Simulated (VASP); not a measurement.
# TiNiC4N4 (P-43m) in VASP: relaxation of cell and atoms with PBE

Aim: the relaxation of cell and atoms of TiNiC4N4 with PBE.

All numbers are computed with VASP 6.6.1; they aren't measurements. Logs are shortened: lines on timing, memory, paths and dates and some standing lists are left out, and cuts for length are marked.

## 1. The cell of the first run

The structure is cubic, space group P-43m (No. 215). The conventional cell has a = 5.936 Å, b = 5.936 Å, c = 5.936 Å, α = 90.00°, β = 90.00°, γ = 90.00°. Within 2.8 Å of Ti (site symmetry -43m) lie 4 C at 2.08 Å. Ni (site symmetry -43m) has 4 N at 1.88 Å within 2.5 Å. C (site symmetry 3m) has 1 N at 1.18 Å within 1.6 Å. N (site symmetry 3m) has 1 C at 1.18 Å within 1.6 Å.

## 2. Relaxation of cell and atoms, PBE, collinear spin, ferrimagnetic start

Input file INCAR:

```
PREC = Accurate
ENCUT = 600
EDIFF = 1E-7
ISMEAR = 0
SIGMA = 0.1
LREAL = F
LASPH = T
NELM = 200
ALGO = Normal
ISIF = 3
LWAVE = F
LCHARG = F
ISPIN = 2
MAGMOM = -0.6 0.95 0 0 0 0 0 0 0 0
LORBIT = 11
LMAXMIX = 4
GGA = PE
IBRION = 2
NSW = 100
EDIFFG = -0.01
GGA_COMPAT = F
NELMIN = 4
KPAR = 4
```

Input file KPOINTS:

```
Automatic mesh
0
Gamma
  6 6 6
```

Input file POSCAR:

```
TiNiC4N4
1.0
    5.9359261065      0.0000000000      0.0000000000
    0.0000000000      5.9359261065      0.0000000000
    0.0000000000      0.0000000000      5.9359261065
Ti Ni C N
1 1 4 4
Direct
    0.0000000000      0.0000000000      0.0000000000
    0.5000000000      0.5000000000      0.5000000000
    0.2026066517      0.2026066517      0.2026066517
    0.2026066517      0.7973933483      0.7973933483
    0.7973933483      0.2026066517      0.7973933483
    0.7973933483      0.7973933483      0.2026066517
    0.3169751685      0.3169751685      0.3169751685
    0.3169751685      0.6830248315      0.6830248315
    0.6830248315      0.3169751685      0.6830248315
    0.6830248315      0.6830248315      0.3169751685
```

Potentials or basis: VASP PAW PBE potentials, release 64 (Ti_sv, Ni, C, N).

Started as:

```sh
$ cat potpaw_PBE.64/Ti_sv/POTCAR potpaw_PBE.64/Ni/POTCAR potpaw_PBE.64/C/POTCAR potpaw_PBE.64/N/POTCAR > POTCAR
$ mpirun -np 4 vasp_std > vasp.out
```

OUTCAR:

```text
PREC = Accurate
   ENCUT = 600
   EDIFF = 1E-7
   ISMEAR = 0
   LREAL = F
   LASPH = T
   NELM = 200
   ISIF = 3
   ISPIN = 2
   LORBIT = 11
   GGA = PE
   IBRION = 2
   NSW = 100
   EDIFFG = -0.01
   NELMIN = 4

 ion  position               nearest neighbor table
   1  0.000  0.000  0.000-   3 2.08   4 2.08   5 2.08   6 2.08
   2  0.500  0.500  0.500-   7 1.88   8 1.88   9 1.88  10 1.88
   3  0.203  0.203  0.203-   7 1.18   1 2.08
   4  0.203  0.797  0.797-   8 1.18   1 2.08
   5  0.797  0.203  0.797-   9 1.18   1 2.08
   6  0.797  0.797  0.203-  10 1.18   1 2.08
   7  0.317  0.317  0.317-   3 1.18   2 1.88
   8  0.317  0.683  0.683-   4 1.18   2 1.88
   9  0.683  0.317  0.683-   5 1.18   2 1.88
  10  0.683  0.683  0.317-   6 1.18   2 1.88

  LATTYP: Found a simple cubic cell.
 ALAT       =     5.9359261065

  Lattice vectors:

 A1 = (   5.9359261065,   0.0000000000,   0.0000000000)
 A2 = (   0.0000000000,   5.9359261065,   0.0000000000)
 A3 = (   0.0000000000,   0.0000000000,   5.9359261065)

Analysis of symmetry for initial positions (statically):
=====================================================================
 Subroutine PRICEL returns:
 Original cell was already a primitive cell.

 Routine SETGRP: Setting up the symmetry group for a
 simple cubic supercell.

 Subroutine GETGRP returns: Found 24 space group operations
 (whereof 24 operations were pure point group operations)
 out of a pool of 48 trial point group operations.

The static configuration has the point symmetry T_d .

Analysis of symmetry for dynamics (positions and initial velocities):
=====================================================================
 Subroutine PRICEL returns:
 Original cell was already a primitive cell.

 Routine SETGRP: Setting up the symmetry group for a
 simple cubic supercell.

 Subroutine GETGRP returns: Found 24 space group operations
 (whereof 24 operations were pure point group operations)
 out of a pool of 48 trial point group operations.

The dynamic configuration has the point symmetry T_d .

Analysis of structural, dynamic, and magnetic symmetry:
=====================================================================
 Subroutine PRICEL returns:
 Original cell was already a primitive cell.

 Routine SETGRP: Setting up the symmetry group for a
 simple cubic supercell.

 Subroutine GETGRP returns: Found 24 space group operations
 (whereof 24 operations were pure point group operations)
 out of a pool of 48 trial point group operations.

The overall configuration has the point symmetry T_d .

 Subroutine INISYM returns: Found 24 space group operations
 (whereof 24 operations are pure point group operations),
 and found     1 'primitive' translations

----------------------------------------------------------------------------------------

                                     Primitive cell

  volume of cell :     209.1537

  direct lattice vectors                    reciprocal lattice vectors
     5.935926107  0.000000000  0.000000000     0.168465709  0.000000000  0.000000000
     0.000000000  5.935926107  0.000000000     0.000000000  0.168465709  0.000000000
     0.000000000  0.000000000  5.935926107     0.000000000  0.000000000  0.168465709

  length of vectors
     5.935926107  5.935926107  5.935926107     0.168465709  0.168465709  0.168465709

  position of ions in fractional coordinates (direct lattice)
     0.000000000  0.000000000  0.000000000
     0.500000000  0.500000000  0.500000000
     0.202606652  0.202606652  0.202606652
     0.202606652  0.797393348  0.797393348
     0.797393348  0.202606652  0.797393348
     0.797393348  0.797393348  0.202606652
     0.316975169  0.316975169  0.316975169
     0.316975169  0.683024831  0.683024831
     0.683024831  0.316975169  0.683024831
     0.683024831  0.683024831  0.316975169

  ion indices of the primitive-cell ions
   primitive index   ion index
                 1           1
                 2           2
                 3           3
                 4           4
                 5           5
                 6           6
                 7           7
                 8           8
                 9           9
                10          10

----------------------------------------------------------------------------------------

 KPOINTS: Automatic mesh

Automatic generation of k-mesh.
 Grid dimensions read from file:
 generate k-points for:    6    6    6

 Generating k-lattice:

  Cartesian coordinates                     Fractional coordinates (reciprocal lattice)
     0.028077618  0.000000000  0.000000000     0.166666667  0.000000000  0.000000000
     0.000000000  0.028077618  0.000000000     0.000000000  0.166666667  0.000000000
     0.000000000  0.000000000  0.028077618     0.000000000  0.000000000  0.166666667

  Length of vectors
     0.028077618  0.028077618  0.028077618

  Shift w.r.t. Gamma in fractional coordinates (k-lattice)
     0.000000000  0.000000000  0.000000000

 Subroutine IBZKPT returns following result:
 ===========================================

 Found     20 irreducible k-points:

 Following reciprocal coordinates:
            Coordinates               Weight
  0.000000  0.000000  0.000000      1.000000
  0.166667  0.000000  0.000000      6.000000
  0.333333  0.000000  0.000000      6.000000
  0.500000  0.000000  0.000000      3.000000
  0.166667  0.166667  0.000000     12.000000
  0.333333  0.166667  0.000000     24.000000
[... 12 lines left out ...]
  0.500000  0.500000  0.333333      6.000000
  0.500000  0.500000  0.500000      1.000000
   k-points           NKPTS =     20   k-points in BZ     NKDIM =     20   number of bands    NBANDS=     35
   number of dos      NEDOS =    301   number of ions     NIONS =     10
   total plane-waves  NPLWV = 110592
   dimension x,y,z NGX =    48 NGY =   48 NGZ =   48
   dimension x,y,z NGXF=    96 NGYF=   96 NGZF=   96
   ions per type =               1   1   4   4
   NGX,Y,Z   is equivalent  to a cutoff of  13.44, 13.44, 13.44 a.u.
   NGXF,Y,Z  is equivalent  to a cutoff of  26.89, 26.89, 26.89 a.u.
 SYSTEM =  unknown system
   PREC   = accura    normal or accurate (medium, high low for compatibility)
   ISTART =      0    job   : 0-new  1-cont  2-samecut
   ICHARG =      2    charge: 1-file 2-atom 10-const
   ISPIN  =      2    spin polarized calculation?
   LNONCOLLINEAR =      F non collinear calculations
   LSORBIT =      F    spin-orbit coupling
   LASPH  =      T    aspherical Exc in radial PAW
   ENCUT  =  600.0 eV  44.10 Ry    6.64 a.u.  11.86 11.86 11.86*2*pi/ulx,y,z
   NELM   =    200;   NELMIN=  4; NELMDL= -5     # of ELM steps
   EDIFF  = 0.1E-06   stopping-criterion for ELM
   LREAL  =      F    real-space projection
   EDIFFG = -.1E-01   stopping-criterion for IOM
   NSW    =    100    number of steps for IOM
   IBRION =      2    ionic relax: 0-MD 1-quasi-New 2-CG
   NFREE  =      1    steps in history (QN), initial steepest desc. (CG)
   ISIF   =      3    stress and relaxation
   ISYM   =      2    0-nonsym 1-usesym 2-fastsym
   POTIM  = 0.5000    time-step for ionic-motion
   TEBEG  =    0.0;   TEEND  =   0.0 temperature during run
   PSTRESS=    0.0 pullay stress
   NELECT =      58.0000    total number of electrons
   NUPDOWN=      -1.0000    fix difference up-down
   EMIN   =  10.00;   EMAX   =-10.00  energy-range for DOS
   EFERMI =   0.00;   METHOD = LEGACY
   ISMEAR =     0;   SIGMA  =   0.10  broadening in eV -4-tet -1-fermi 0-gaus
   EFERMI_NEDOS =   21; number of points for ismear=-14 and -15
   IALGO  =     38    algorithm
   IMIX   =      4    mixing-type and parameters
     AMIX     =   0.40;   BMIX     =  1.00
     AMIX_MAG =   1.60;   BMIX_MAG =  1.00
  volume/ion in A,a.u.               =      20.92       141.14
  Fermi-wavevector in a.u.,A,eV,Ry     =   1.067568  2.017412 15.506589  1.139702
  Thomas-Fermi vector in A             =   2.203189
   LORBIT       =     11    0 simple, 1 ext, 2 COOP (PROOUT), +10 PAW based schemes
   GGA     = PE    functional components
   LHFCALC =     F    Hartree Fock is set to
   AEXX    =    0.0000 exact exchange contribution
   IVDW    =     0    specifies the selected vdW correction
   LEPSILON=     F    determine dielectric tensor
   LRPA    =     F    only Hartree local field effects (RPA)
 conjugate gradient relaxation of ions
 spin polarized calculation
 Gauss-broadening in eV      SIGMA  =   0.10
  energy-cutoff  :      600.00
  volume of cell :      209.15
 maximum number of plane-waves:      7052
 NGX is ok and might be reduce to    48
   NGX = 23   NGY = 23   NGZ = 23

--------------------------------------- Ionic step        1  -------------------------------------------

 number of electron      57.9999978 magnetization       0.0000239

 number of electron      57.9999978 magnetization      -0.0000175

 Free energy of the ion-electron system (eV)
  ---------------------------------------------------
  ext. energy  EPLUGINS =         0.00000000
  ---------------------------------------------------
  free energy    TOTEN  =       -80.06260384 eV

  energy without entropy =      -80.05215392  energy(sigma->0) =      -80.05737888

------------------------ aborting loop because EDIFF is reached ----------------------------------------

  FORCE on cell =-STRESS in cart. coord.  units (eV):
  Direction    XX          YY          ZZ          XY          YZ          ZX
  --------------------------------------------------------------------------------------
  -------------------------------------------------------------------------------------
  Total        0.1166222      0.1166222      0.1166222      0.0000000     -0.0000000      0.0000000
  in kB        0.8933600      0.8933600      0.8933600      0.0000000     -0.0000000      0.0000000
  external PRESSURE =       0.8933600 kB  Pullay stress =       0.0000000 kB
[... 165 lines left out ...]
  energy  without entropy=      -80.0571640620  energy(sigma->0) =      -80.06177482

--------------------------------------- Ionic step        5  -------------------------------------------

 number of electron      57.9999983 magnetization       0.0000002

 Free energy of the ion-electron system (eV)
  ---------------------------------------------------
  ext. energy  EPLUGINS =         0.00000000
  ---------------------------------------------------
  free energy    TOTEN  =       -80.06664452 eV

  energy without entropy =      -80.05789582  energy(sigma->0) =      -80.06227017

 E-fermi :  -0.3160     XC(G=0):  -7.1348

 val. band max:       -0.3509384924   @ k =   0.5000   0.0000   0.0000
 cond. band min:      -0.2896859150   @ k =   0.5000   0.5000   0.1667
 fundamental gap:      0.0612525774
 Fermi energy:        -0.3159879474

 spin component 1

 k-point     1 :       0.0000    0.0000    0.0000
  band No.  band energies     occupation
      1     -57.5972      1.00000
      2     -33.8461      1.00000
      3     -33.8461      1.00000
      4     -33.8461      1.00000
      5     -18.4048      1.00000
      6     -18.2611      1.00000
[... 749 lines left out ...]
     34       1.0417      0.00000
     35       4.4611      0.00000
 Fermi energy:        -0.3159879474

 spin component 2

 k-point     1 :       0.0000    0.0000    0.0000
  band No.  band energies     occupation
      1     -58.2370      1.00000
      2     -34.4882      1.00000
      3     -34.4882      1.00000
      4     -34.4882      1.00000
      5     -18.3892      1.00000
      6     -18.2440      1.00000
[... 786 lines left out ...]
  FREE ENERGIE OF THE ION-ELECTRON SYSTEM (eV)
  ---------------------------------------------------
  free  energy   TOTEN  =       -80.0666445180 eV

  energy  without entropy=      -80.0578958158  energy(sigma->0) =      -80.06227017

 reached required accuracy - stopping structural energy minimisation

 total charge

# of ion       s       p       d       tot
------------------------------------------
    1        2.226   6.170   1.841  10.237
    2        0.433   0.682   8.268   9.382
    3        0.955   1.653   0.000   2.608
    4        0.955   1.653   0.000   2.608
    5        0.955   1.653   0.000   2.608
    6        0.955   1.653   0.000   2.608
    7        1.304   2.541   0.000   3.845
    8        1.304   2.541   0.000   3.845
    9        1.304   2.541   0.000   3.845
   10        1.304   2.541   0.000   3.845
--------------------------------------------------
tot         11.694  23.629  10.108  45.431

 magnetization (x)

# of ion       s       p       d       tot
------------------------------------------
    1       -0.006  -0.008  -0.637  -0.651
    2        0.002   0.018   0.839   0.859
    3        0.004   0.005   0.000   0.010
    4        0.004   0.005   0.000   0.010
    5        0.004   0.005   0.000   0.010
    6        0.004   0.005   0.000   0.010
    7        0.005  -0.004   0.000   0.001
    8        0.005  -0.004   0.000   0.001
    9        0.005  -0.004   0.000   0.001
   10        0.005  -0.004   0.000   0.001
--------------------------------------------------
tot          0.032   0.015   0.202   0.249
```

It took 7.5 min on 4 MPI ranks of Intel Xeon 6975P-C (Granite Rapids), shared host; peak memory 0.63 GiB.

Results:

- Free energy: -80.0666 eV
- Relaxed volume: 20.76 Å³/atom
- Relaxed cell: a = 5.921 Å, b = 5.921 Å, c = 5.921 Å, α = 90.00°, β = 90.00°, γ = 90.00°
- Space group after relaxing (to 0.1 Å): P-43m (No. 215)
- Energy gained by relaxing: 0.4 meV/atom
- Ionic steps: 5
- Pressure after relaxing: 0.0 GPa
- Largest force after relaxing: 0.008 eV/Å
- Net moment: 0.00 μB per cell
- Site moments: Ti -0.65; Ni +0.86; C +0.01; N +0.00 μB
- Valence electrons inside the program's atomic spheres: Ti 10.24; Ni 9.38; C 2.61; N 3.85

Forces on the atoms (eV/Å):
```
Ti   0.000  0.000  0.000
Ni   0.000  0.000  0.000
C    0.004  0.004  0.004
C    0.004 -0.004 -0.004
C   -0.004  0.004 -0.004
C   -0.004 -0.004  0.004
N   -0.005 -0.005 -0.005
N   -0.005  0.005  0.005
N    0.005 -0.005  0.005
N    0.005  0.005 -0.005
```

The path:
```csv
step,energy change (eV),largest force (eV/Å),pressure (GPa),volume (Å³)
1,0.0000,0.3746,0.09,209.15
2,0.1798,2.8437,-3.60,209.51
3,-0.0023,0.0253,-0.31,209.19
4,-0.0038,0.0144,-0.13,208.20
5,-0.0040,0.0081,0.00,207.56
```

Final structure:
```
Ti Ni C N
1.0
     5.92084    0.00000    0.00000
     0.00000    5.92084    0.00000
     0.00000    0.00000    5.92084
Ti Ni C N
1 1 4 4
Direct
  0.00000 0.00000 0.00000
  0.50000 0.50000 0.50000
  0.20212 0.20212 0.20212
  0.20212 0.79788 0.79788
  0.79788 0.20212 0.79788
  0.79788 0.79788 0.20212
  0.31710 0.31710 0.31710
  0.31710 0.68290 0.68290
  0.68290 0.31710 0.68290
  0.68290 0.68290 0.31710
```
